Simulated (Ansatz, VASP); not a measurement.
**Two plane-wave programs on GaN**

```
CELL_PARAMETERS angstrom
3.20650 0.00000 0.00000
-1.60325 2.77691 0.00000
0.00000 0.00000 23.80000
ATOMIC_POSITIONS crystal
Ga 0.33333 0.66667 0.29412
N 0.66667 0.33333 0.29412
```

Alike in both runs: functional PBE; dispersion D3(BJ); k mesh 12 × 12 × 1; occupations gaussian, width 0.03 eV; no spin polarisation.

Ansatz relaxed the structure, and its values are those at the end. VASP's run is a single point on that final structure, the one shown.

```csv
,VASP,Ansatz
version,VASP 6.6.1,Ansatz 0.2.0
potentials or method,"VASP PAW PBE potentials, release 64 (Ga_d, N), cutoff 520 eV","scalar-relativistic, plane waves, PAW"
valence electrons in the cell,18,18
```

|  | VASP | Ansatz | Ansatz less VASP |
| --- | --- | --- | --- |
| gap on the k mesh at the Fermi level (eV) | 2.19 | 2.19 | 0.000 |
| least direct gap on the mesh (eV) | 2.48 | 2.47 | -0.012 |

Ansatz's warnings: slab cell height set, structure snapped to symmetry.
